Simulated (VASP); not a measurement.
# H22CO11 in VASP: a series of runs

Runs on H22CO11. Level: PBE. Tasks: single point.

All numbers are computed with VASP 6.6.1; they aren't measurements. Logs are shortened: lines on timing, memory, paths and dates and some standing lists are left out, and cuts for length are marked.

## (1) The cell of the first run

The cell holds a disordered packing, 34 atoms: a = 7.120 Å, b = 7.120 Å, c = 7.120 Å, α = 90.00°, β = 90.00°, γ = 90.00°.

## (2) Single point, PBE

INCAR

```
ALGO = Normal ; EDIFF = 1E-6
ENCUT = 520 ; GGA = PE
ISIF = 2 ; ISMEAR = -1
LASPH = T ; LCHARG = F
LREAL = Auto ; LWAVE = F
NBANDS = 69 ; NELM = 80
PREC = Accurate ; SIGMA = 0.05
```

KPOINTS

```
k-points
0
Gamma
  1 1 1
```

POSCAR

```
H22CO11
1.0
    7.1203670000      0.0000000000      0.0000000000
    0.0000000000      7.1203670000      0.0000000000
    0.0000000000      0.0000000000      7.1203670000
O H C
11 22 1
Direct
    0.6304590761      0.4110040957      0.1287995408
    0.3106862329      0.6212039351     -0.0139037777
    0.6834057851      0.0559240837      1.0291604351
    0.4843991890      0.3712308649      0.4813796817
    0.1079157858      0.0805576454      0.1943860478
    0.5443820522      0.7907598021      0.2778508467
    0.9367775566      0.4082935613      0.8283842673
    0.3384235672      1.1594767517      0.8938724647
    0.6758640390      0.8862324091      0.6267654462
    1.0062683567      0.1287574082      0.5676392804
    0.3006165272      0.7615337805      0.5828632148
    0.5997022344      0.4573078888      0.2510544751
    0.6571852265      0.2837634633      0.1289961599
    0.3496168105      0.6270603748     -0.1479558568
    0.3964542839      0.5167149390      0.0145779003
    0.7665054343      0.0116847910      0.9273398408
    0.5757006626      0.0950793688      0.9412576627
    0.5409412183      0.2901957160      0.5785375950
    0.4963789086      0.4989490008      0.5333854280
   -0.0165300468      0.0821165538      0.1379282838
    0.0732967837      0.1203308762      0.3251798678
    0.4106670344      0.8204071504      0.2944089820
    0.6021740172      0.8972290333      0.1855381893
    0.8500123659      0.4379128211      0.9302469943
    1.0546366500      0.4483055438      0.8667249876
    0.2880329062      1.1509378660      1.0202002228
    0.2390607113      1.1119791999      0.8171769798
    0.5690437024      0.9068633681      0.7071826494
    0.6072720690      0.8598011872      0.4977131095
    0.9609757475      0.2607309427      0.6086062699
    0.8926787060      0.0514158891      0.5521344616
    0.0658393029      0.7692721457      0.3818904278
    0.0397591866      0.6317932769      0.6254874222
    0.1355969432      0.7307207620      0.5306046725
```

Potentials or basis: VASP PAW PBE potentials, release 64 (O, H, C).

Launch:

```console
cat potpaw_PBE.64/O/POTCAR potpaw_PBE.64/H/POTCAR potpaw_PBE.64/C/POTCAR > POTCAR
mpirun -np 1 vasp_gam > vasp.out
```

OUTCAR:

```text
EDIFF = 1E-6
   ENCUT = 520
   GGA = PE
   ISIF = 2
   ISMEAR = -1
   LASPH = T
   LREAL = Auto
   NELM = 80
   PREC = Accurate

 ion  position               nearest neighbor table
   1  0.630  0.411  0.129-  13 0.93  12 0.96
   2  0.311  0.621  0.986-  15 0.98  14 0.99
   3  0.683  0.056  0.029-  16 0.99  17 1.03
   4  0.484  0.371  0.481-  19 0.99  18 0.99
   5  0.108  0.081  0.194-  20 0.97  21 1.00
   6  0.544  0.791  0.278-  22 0.98  23 1.08
   7  0.937  0.408  0.828-  25 0.93  24 0.98
   8  0.338  0.159  0.894-  27 0.96  26 0.97
   9  0.676  0.886  0.627-  28 0.96  29 1.06
  10  0.006  0.129  0.568-  31 0.98  30 1.04
  11  0.301  0.762  0.583-  34 1.25
  12  0.600  0.457  0.251-   1 0.96
  13  0.657  0.284  0.129-   1 0.93
  14  0.350  0.627  0.852-   2 0.99
  15  0.396  0.517  0.015-   2 0.98
  16  0.767  0.012  0.927-   3 0.99
[... 15 lines left out ...]
  32  0.066  0.769  0.382-  34 1.20
  33  0.040  0.632  0.625-  34 1.19
  34  0.136  0.731  0.531-  33 1.19  32 1.20  11 1.25

  LATTYP: Found a simple cubic cell.
 ALAT       =     7.1203670000

  Lattice vectors:

 A1 = (   7.1203670000,   0.0000000000,   0.0000000000)
 A2 = (   0.0000000000,   7.1203670000,   0.0000000000)
 A3 = (   0.0000000000,   0.0000000000,   7.1203670000)

Analysis of symmetry for initial positions (statically):
=====================================================================
 Subroutine PRICEL returns:
 Original cell was already a primitive cell.

 Routine SETGRP: Setting up the symmetry group for a
 simple cubic supercell.

 Subroutine GETGRP returns: Found  1 space group operations
 (whereof  1 operations were pure point group operations)
 out of a pool of 48 trial point group operations.

The static configuration has the point symmetry C_1 .

Analysis of symmetry for dynamics (positions and initial velocities):
=====================================================================
 Subroutine PRICEL returns:
 Original cell was already a primitive cell.

 Routine SETGRP: Setting up the symmetry group for a
 simple cubic supercell.

 Subroutine GETGRP returns: Found  1 space group operations
 (whereof  1 operations were pure point group operations)
 out of a pool of 48 trial point group operations.

The dynamic configuration has the point symmetry C_1 .

 Subroutine INISYM returns: Found  1 space group operations
 (whereof  1 operations are pure point group operations),
 and found     1 'primitive' translations

----------------------------------------------------------------------------------------

                                     Primitive cell

  volume of cell :     360.9999

  direct lattice vectors                    reciprocal lattice vectors
     7.120367000  0.000000000  0.000000000     0.140442199  0.000000000  0.000000000
     0.000000000  7.120367000  0.000000000     0.000000000  0.140442199  0.000000000
     0.000000000  0.000000000  7.120367000     0.000000000  0.000000000  0.140442199

  length of vectors
     7.120367000  7.120367000  7.120367000     0.140442199  0.140442199  0.140442199

  position of ions in fractional coordinates (direct lattice)
     0.630459076  0.411004096  0.128799541
     0.310686233  0.621203935  0.986096222
     0.683405785  0.055924084  0.029160435
     0.484399189  0.371230865  0.481379682
     0.107915786  0.080557645  0.194386048
     0.544382052  0.790759802  0.277850847
[... 26 lines left out ...]
     0.039759187  0.631793277  0.625487422
     0.135596943  0.730720762  0.530604672

  ion indices of the primitive-cell ions
   primitive index   ion index
                 1           1
                 2           2
                 3           3
                 4           4
                 5           5
                 6           6
[... 26 lines left out ...]
                33          33
                34          34

----------------------------------------------------------------------------------------

 KPOINTS: k-points

Automatic generation of k-mesh.
 Grid dimensions read from file:
[... 45 lines left out ...]
   TEBEG  =    0.0;   TEEND  =   0.0 temperature during run
   PSTRESS=    0.0 pullay stress
   NELECT =      92.0000    total number of electrons
   NUPDOWN=      -1.0000    fix difference up-down
   EMIN   =  10.00;   EMAX   =-10.00  energy-range for DOS
   EFERMI =   0.00;   METHOD = LEGACY
   ISMEAR =    -1;   SIGMA  =   0.05  broadening in eV -4-tet -1-fermi 0-gaus
   EFERMI_NEDOS =   21; number of points for ismear=-14 and -15
   IALGO  =     38    algorithm
   IMIX   =      4    mixing-type and parameters
     AMIX     =   0.40;   BMIX     =  1.00
     AMIX_MAG =   1.60;   BMIX_MAG =  1.00
  volume/ion in A,a.u.               =      10.62        71.65
  Fermi-wavevector in a.u.,A,eV,Ry     =   1.037931  1.961405 14.657561  1.077300
  Thomas-Fermi vector in A             =   2.172391
   LORBIT       =      0    0 simple, 1 ext, 2 COOP (PROOUT), +10 PAW based schemes
   GGA     = PE    functional components
   LHFCALC =     F    Hartree Fock is set to
   AEXX    =    0.0000 exact exchange contribution
   IVDW    =     0    specifies the selected vdW correction
   LEPSILON=     F    determine dielectric tensor
   LRPA    =     F    only Hartree local field effects (RPA)
 non-spin polarized calculation
  energy-cutoff  :      520.00
  volume of cell :      361.00
 maximum number of plane-waves:      4886
 NGX is ok and might be reduce to    54
   NGX = 27   NGY = 27   NGZ = 27

 number of electron      91.9999996 magnetization

 Free energy of the ion-electron system (eV)
  ---------------------------------------------------
  ext. energy  EPLUGINS =         0.00000000
  ---------------------------------------------------
  free energy    TOTEN  =      -166.84738419 eV

  energy without entropy =     -166.84738419  energy(sigma->0) =     -166.84738419

 E-fermi :  -1.9699     XC(G=0):  -6.7200

 val. band max:       -3.2285668809   @ k =   0.0000   0.0000   0.0000
 cond. band min:      -0.0132143644   @ k =   0.0000   0.0000   0.0000
 fundamental gap:      3.2153525165
 Fermi energy:        -1.9699371485

 k-point     1 :       0.0000    0.0000    0.0000
  band No.  band energies     occupation
      1     -23.5587      2.00000
      2     -23.1423      2.00000
      3     -22.4823      2.00000
      4     -22.3826      2.00000
      5     -22.2606      2.00000
      6     -22.0745      2.00000
[... 50 lines left out ...]
     57       5.6681      0.00000
     58       5.7975      0.00000
 [bands above 58 left out]

------------------------ aborting loop because EDIFF is reached ----------------------------------------

  FORCE on cell =-STRESS in cart. coord.  units (eV):
  Direction    XX          YY          ZZ          XY          YZ          ZX
  --------------------------------------------------------------------------------------
  -------------------------------------------------------------------------------------
  Total       -2.8360853     -0.1377501     -3.4465633     -0.5057757      1.9826419     -0.8219224
  in kB      -12.5870146     -0.6113577    -15.2964166     -2.2447161      8.7992920     -3.6478271
  external PRESSURE =      -9.4982630 kB  Pullay stress =       0.0000000 kB

 VOLUME and BASIS-vectors are now :
 -----------------------------------------------------------------------------
  energy-cutoff  :      520.00
  volume of cell :      361.00
      direct lattice vectors                 reciprocal lattice vectors
     7.120367000  0.000000000  0.000000000     0.140442199  0.000000000  0.000000000
     0.000000000  7.120367000  0.000000000     0.000000000  0.140442199  0.000000000
     0.000000000  0.000000000  7.120367000     0.000000000  0.000000000  0.140442199

 POSITION                                       TOTAL-FORCE (eV/Angst)
 -----------------------------------------------------------------------------------
      4.48910      2.92650      0.91710        -0.034102      2.962175     -1.781485
      2.21220      4.42320      7.02137         0.361638     -0.723653     -1.501229
      4.86610      0.39820      0.20763        -0.356568     -0.163330     -1.911471
      3.44910      2.64330      3.42760         0.326359      0.239919      0.845282
      0.76840      0.57360      1.38410        -0.450576      0.169433      0.616771
      3.87620      5.63050      1.97840         1.058801      2.164215     -0.813396
[... 26 lines left out ...]
      0.28310      4.49860      4.45370         0.847973      1.405573     -1.008168
      0.96550      5.20300      3.77810        -0.144604     -1.498551      0.349358
 -----------------------------------------------------------------------------------
    total drift:                                0.014407      0.003662     -0.011540

  FREE ENERGIE OF THE ION-ELECTRON SYSTEM (eV)
  ---------------------------------------------------
  free  energy   TOTEN  =      -166.8473841860 eV

  energy  without entropy=     -166.8473841859  energy(sigma->0) =     -166.84738419
```

Run time: 26 s. Hardware: 1 thread of Intel Xeon 6975P-C (Granite Rapids), shared host; peak memory 0.35 GiB.

What came out:

```yaml
Free_energy: -166.8474 eV
Pressure: -0.9 GPa
Largest_force: 3.457 eV/Å
Band_gap_on_the_k_mesh: 3.22 eV
```

Forces in eV/Å, atoms in the order of the input:
```
O   -0.034  2.962 -1.781
O    0.362 -0.724 -1.501
O   -0.357 -0.163 -1.911
O    0.326  0.240  0.845
O   -0.451  0.169  0.617
O    1.059  2.164 -0.813
O   -2.410 -0.821 -1.054
O    1.275  0.395 -0.210
O   -0.336 -0.036 -1.685
O   -0.477  1.646 -0.050
O   -2.318 -0.021 -1.016
H   -0.133 -0.073  0.892
H    0.486 -2.619  0.459
H   -0.698  0.755  0.391
H    0.089 -0.051  0.961
H    0.264 -0.160  0.571
H   -0.087 -0.145  1.248
H   -0.316  0.324 -0.425
H   -0.123 -0.429 -0.109
H    0.033 -0.013 -0.377
H    0.609 -0.078 -0.058
H    0.404  0.004 -0.395
H   -1.282 -1.999  1.355
H   -0.268  0.106  0.205
H    2.638  0.921  1.128
H   -0.500 -0.072  0.774
H   -0.646 -0.363 -0.849
H   -0.438 -0.021  0.398
H    1.047  0.014  0.940
H    0.485 -1.973 -0.109
H   -0.210  0.161  0.484
H    1.303 -0.010  1.735
H    0.848  1.406 -1.008
C   -0.145 -1.499  0.349
```

Stress tensor (GPa, compression positive):
```
-1.26 -0.22 -0.36
-0.22 -0.06  0.88
-0.36  0.88 -1.53
```

Caveat: the k points lie up to 0.88 Å⁻¹ apart; the atoms stand as in a frame of molecular dynamics.

## (3) Single point, PBE

INCAR

```
SYSTEM = H22CO11
  ALGO = Normal
  EDIFF = 1E-7
  ENCUT = 520
  GGA = PE
  ISIF = 2
  ISMEAR = -1
  LASPH = .TRUE.
  LCHARG = .FALSE.
  LREAL = Auto
  LWAVE = .FALSE.
  NBANDS = 69
  NELM = 60
  PREC = Accurate
  SIGMA = 0.05
```

KPOINTS

```
k-points
0
G
  1 1 1
  0 0 0
```

POSCAR

```
H22CO11
1.0
    7.1203670000      0.0000000000      0.0000000000
    0.0000000000      7.1203670000      0.0000000000
    0.0000000000      0.0000000000      7.1203670000
O H C
11 22 1
Direct
    0.6308382700      0.4381796612      0.1168198212
    0.3089728381      0.6107831240     -0.0497867596
    0.6611316523      0.0460931298      1.0060296049
    0.4788376779      0.3819185163      0.4786270146
    0.1279568876      0.0739147294      0.1956781160
    0.5533984414      0.7997902355      0.2814040344
    0.9333928996      0.4033078632      0.8354765983
    0.3365556860      1.1571313670      0.8790277243
    0.6819030536      0.8830303269      0.6081006780
    1.0220259714      0.0997701383      0.5871326576
    0.2854347255      0.7607051715      0.5670775116
    0.5918515155      0.4569146506      0.2453665661
    0.6368913288      0.3047876605      0.1098819766
    0.3196885778      0.6718754806     -0.1706934488
    0.4225624887      0.5584543606      0.0024436943
    0.7443576995      0.0271896097      0.9012456802
    0.5271076617      0.0740832600      0.9646974657
    0.5060413319      0.2515881555      0.5126421152
    0.4498223196      0.4465219279      0.5966125061
   -0.0037919394      0.1054018704      0.1824765493
    0.1599355764      0.1197971958      0.3291543821
    0.4190935664      0.8000149430      0.2645790589
    0.6086484025      0.8596467008      0.1689940982
    0.8265304302      0.4332782285      0.9100794945
    1.0359718818      0.4388397396      0.9122563486
    0.2427964738      1.1226387629      0.9819999447
    0.3122872740      1.1103922031      0.7581491235
    0.5557578703      0.8470630798      0.6602468665
    0.6564408829      0.8726376042      0.4731497688
    1.0131078918      0.2038939847      0.6860882311
    0.9087172052      0.0271615213      0.6124965188
    0.0286221202      0.7610703212      0.4494150372
    0.0570476213      0.6345178556      0.6653027857
    0.1210752199      0.7303275238      0.5682431818
```

Potentials or basis: VASP PAW PBE potentials, release 64 (O, H, C).

Launch:

```console
cat potpaw_PBE.64/O/POTCAR potpaw_PBE.64/H/POTCAR potpaw_PBE.64/C/POTCAR > POTCAR
mpirun -np 1 vasp_gam > vasp.out
```

Wall time 37 s (1 thread of Intel Xeon 6975P-C (Granite Rapids), shared host); peak memory 0.36 GiB.

Results (log left out):

```yaml
Free_energy: -167.3332 eV
Pressure: 1.8 GPa
Largest_force: 3.366 eV/Å
Band_gap_on_the_k_mesh: 3.77 eV
```

Forces on the atoms (eV/Å):
```
O    0.139  0.929 -0.558
O   -1.720  0.188  0.389
O   -0.204 -0.024  1.224
O   -0.153 -0.298  0.253
O    0.827  0.586  1.490
O    0.676  0.023 -0.315
O    0.036 -0.789 -1.439
O    0.341  0.674  2.563
O   -0.732  0.147  1.517
O    0.318  1.380  1.283
O    3.188  1.020  0.351
H   -0.139  0.578  0.863
H    0.126 -1.534 -0.503
H    0.719 -0.009 -0.144
H    1.005 -0.319 -0.219
H   -0.197 -0.048 -0.630
H    0.598  0.087 -0.680
H    0.089  0.309  0.052
H    0.123 -0.183 -0.267
H   -0.303  0.037  0.054
H   -0.701 -0.649 -1.765
H   -0.411  0.058 -0.048
H   -0.184  0.113 -0.085
H   -1.281  0.253  0.781
H    1.587  0.535  0.865
H    0.410  0.071 -0.950
H   -1.064 -0.967 -1.296
H    1.268  0.254 -0.394
H   -0.382 -0.345 -0.741
H   -0.144 -0.783 -1.089
H   -0.479 -0.231 -0.196
H   -0.161  0.685 -0.503
H   -0.598 -0.323  1.309
C   -2.599 -1.424 -1.175
```

Stress tensor (GPa, compression positive):
```
 2.64  0.28  0.49
 0.28  1.25 -0.15
 0.49 -0.15  1.42
```

Levels at points of the mesh, in eV from the valence-band top:
| k point | band 43 | band 44 | band 45 | band 46 | band 47 | band 48 | band 49 | band 50 |
| --- | --- | --- | --- | --- | --- | --- | --- | --- |
| (0.00, 0.00, 0.00) | -0.68 | -0.52 | -0.23 | 0.00 | 3.77 | 4.34 | 6.66 | 7.13 |

Caveat: the k points lie up to 0.88 Å⁻¹ apart; the atoms stand as in a frame of molecular dynamics.

## (4) Single point, PBE

INCAR

```
SYSTEM = H22CO11
PREC = Accurate
ENCUT = 520
EDIFF = 1E-6
ISMEAR = -1
SIGMA = 0.05
LREAL = Auto
LASPH = .TRUE.
NELM = 80
ALGO = Normal
ISIF = 2
LWAVE = .FALSE.
LCHARG = .TRUE.
GGA = PE
LELF = .TRUE.
LVHAR = .TRUE.
NBANDS = 69
```

KPOINTS

```
regular mesh
0
G
  1 1 1
  0 0 0
```

POSCAR

```
H22CO11
1.0
    7.1203670000      0.0000000000      0.0000000000
    0.0000000000      7.1203670000      0.0000000000
    0.0000000000      0.0000000000      7.1203670000
O H C
11 22 1
Direct
    0.6424668841      0.4683747341      0.0803891148
    0.2952656794      0.5946884479     -0.0738585525
    0.6337594677      0.0328353862      0.9873367482
    0.4652428730      0.3969598758      0.4850030904
    0.1367907019      0.0671313712      0.1919283093
    0.5760658123      0.7920518704      0.2536245674
    0.9562147569      0.3971564949      0.8349990949
    0.3200256391      1.1495334440      0.8599416294
    0.6931103411      0.8794490509      0.5870062596
    1.0269976253      0.0761758488      0.6268356673
    0.2735673597      0.7633173964      0.5520923289
    0.6268778000      0.5483986991      0.1912682310
    0.6114993792      0.3415975609      0.1149940726
    0.3539283860      0.6674234629     -0.1727439049
    0.4005973288      0.5498312095     -0.0024015616
    0.7320409187      0.0174710096      0.8960352746
    0.5292845158      0.0864983504      0.9075796234
    0.5648866133      0.3064448785      0.4660012609
    0.4004287981      0.3505437290      0.5973568497
    0.0070501984      0.1067641598      0.1768869498
    0.1605675663      0.0661201873      0.3373281181
    0.4432636689      0.7692861899      0.2865301746
    0.5871888345      0.8807411191      0.1358778276
    0.8515431859      0.4302306328      0.9121159064
    1.0639198794      0.4567601642      0.8948415159
    0.2439340556      1.1405732317      0.9845981253
    0.2188651231      1.0802813956      0.8010682595
    0.6457532315      0.7958297655      0.6900206127
    0.6363155158      0.8296201586      0.4580522324
    0.9923084021      0.1985010042      0.6790942096
    0.9036331976      0.0146762098      0.5991264214
    0.0294366849      0.6595165671      0.4752844903
    0.0445623098      0.7445402744      0.7293865611
    0.1052614282      0.7368440419      0.5775685439
```

Launch:

```console
cat potpaw_PBE.64/O/POTCAR potpaw_PBE.64/H/POTCAR potpaw_PBE.64/C/POTCAR > POTCAR
mpirun -np 1 vasp_gam > vasp.out
```

Run time: 29 s. Hardware: 1 thread of Intel Xeon 6975P-C (Granite Rapids), shared host; peak memory 0.37 GiB.

Results (log left out):

* Free energy: -167.2299 eV
* Pressure: 0.2 GPa
* Largest force: 3.266 eV/Å
* Band gap on the k mesh: 3.65 eV

Forces in eV/Å, atoms in the order of the input:
```
O    0.191 -0.014 -0.439
O   -0.817  0.329 -0.137
O    0.033  0.448 -0.077
O   -0.172 -0.041  0.157
O    0.461 -0.088  2.300
O   -0.508  0.167 -0.478
O    0.596 -0.386 -0.778
O   -1.326  0.117  2.007
O   -0.718 -1.110  0.019
O   -0.640 -0.084 -0.536
O    0.045  0.469 -0.155
H    0.059  0.465  0.099
H   -0.100 -0.656  0.132
H   -0.177  0.207 -0.398
H    0.822 -0.557  0.497
H    0.736 -0.212 -0.213
H   -0.683 -0.345  0.449
H    0.143 -0.239  0.088
H    0.068  0.069 -0.076
H   -0.105  0.029  0.214
H   -0.610  0.205 -2.448
H    0.266  0.259 -0.269
H   -0.162 -0.597  1.103
H   -1.215  0.284  0.766
H    0.672  0.167 -0.080
H    1.715  0.619 -0.348
H   -0.052 -0.595 -1.828
H    0.410  0.754 -1.259
H    0.777  0.753  1.211
H   -0.064  0.624  0.307
H    0.207 -0.070  0.168
H   -1.356 -0.182 -1.273
H    0.263  0.211 -1.577
C    1.240 -1.002  2.851
```

Stress tensor (GPa, compression positive):
```
 1.23 -0.93  1.38
-0.93  1.65  1.40
 1.38  1.40 -2.31
```

Levels at points of the mesh, in eV from the valence-band top:
| k point | band 42 | band 43 | band 44 | band 45 | band 46 | band 47 | band 48 | band 49 | band 50 | band 51 |
| --- | --- | --- | --- | --- | --- | --- | --- | --- | --- | --- |
| (0.00, 0.00, 0.00) | -1.06 | -0.94 | -0.85 | -0.67 | 0.00 | 3.65 | 3.93 | 6.42 | 6.53 | 6.96 |

Caveat: the k points lie up to 0.88 Å⁻¹ apart; the atoms stand as in a frame of molecular dynamics.

## (5) Overview

| cell | gap on the mesh (eV) | pressure (GPa) | largest force (eV/Å) |
| --- | --- | --- | --- |
| as given, atomic positions A | 3.22 | -0.9 | 3.46 |
| as given, atomic positions B | 3.77 | 1.8 | 3.37 |
| as given, atomic positions C | 3.65 | 0.2 | 3.27 |

Alike in all rows: task single point; level PBE; potentials or basis VASP PAW PBE potentials, release 64 (O, H, C); no spin polarisation; k mesh 1 × 1 × 1; cutoff (eV) 520; smearing fermi-dirac 0.05 eV.

Caveats: all runs use coarse meshes; the atoms stand as in a frame of molecular dynamics.

Absolute energies hang on the potentials; compare differences alone.
